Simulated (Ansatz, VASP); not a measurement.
## One calculation of PbSe, two programs

```
Pb Se
1.0
     0.00000    3.10796    3.10796
     3.10796    0.00000    3.10796
     3.10796    3.10796    0.00000
Pb Se
1 1
Cartesian
  0.0000 0.0000 0.0000
  3.2494 3.2494 3.1080
```

Alike in both runs: task single point; functional PBE; k mesh 10 × 10 × 10; occupations fermi-dirac, width 0.03 eV; no spin polarisation.

|  | VASP | Ansatz |
| --- | --- | --- |
| version | VASP 6.6.1 | Ansatz 0.2.0 |
| potentials or method | VASP PAW PBE potentials, release 64 (Pb_d, Se), cutoff 520 eV | all-electron LAPW, scalar-relativistic |

```tsv
	VASP	Ansatz	Ansatz less VASP
pressure (GPa)	0.5	0.6	+0.02
traceless stress, the component that is largest in VASP (GPa)	-0.46	-0.45	+0.006
rms of the force components (eV/Å)	0.069	0.067	-0.0023
```

Atom by atom the forces differ by 0.002 eV/Å (rms over components). Ansatz ran all-electron here, and VASP with PAW potentials.

Neither program's run includes spin-orbit coupling.
